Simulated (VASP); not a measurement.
**Yb: single point with BLYP**

The system is Yb.

```
Yb
1.0
     0.00000    4.55855    4.55855
     4.55855    0.00000    4.55855
     4.55855    4.55855    0.00000
Yb
2
Cartesian
  1.1396 1.1396 1.1396
  7.9775 7.9775 7.9775
```

This isn't the form of Yb at room conditions, which is fcc.

| Quantity | Value |
| --- | --- |
| Program | VASP 6.6.1 |
| Task | single point |
| Functional | BLYP |
| Potentials or basis | VASP PAW PBE potentials, release 64 (Yb) |
| Cutoff | 520 eV |
| k mesh | 7 × 7 × 7 |
| Occupations | fermi-dirac, width 0.1 eV |
| Spin | no spin polarisation |
| Dipole correction | no |
| Further INCAR settings | ALGO = Normal; EDIFF = 1e-06; NBANDS = 31 |

```json
{
  "Pressure": "0.0 GPa",
  "Band gap on the k mesh": "zero (bands 24 and 25 overlap by 0.70 eV)"
}
```

Levels at points of the mesh, in eV from the Fermi level:
```tsv
k point	band 21	band 22	band 23	band 24	band 25	band 26	band 27	band 28
(0.00, 0.00, 0.00)	-0.57	-0.57	-0.57	0.74	0.74	0.74	1.02	1.02
```

Run time: 5 min on 1 thread of Intel(R) Xeon(R) 6975P-C (Granite Rapids) (shared host), peak memory 0.36 GiB.

Caveat: the PAW data sets were made with another functional, which shifts forces and pressure a little; spin-orbit coupling is left out, which moves the levels of the heavy elements. Spin polarisation is off, so any magnetic state and its effect on volume and gap are missing.
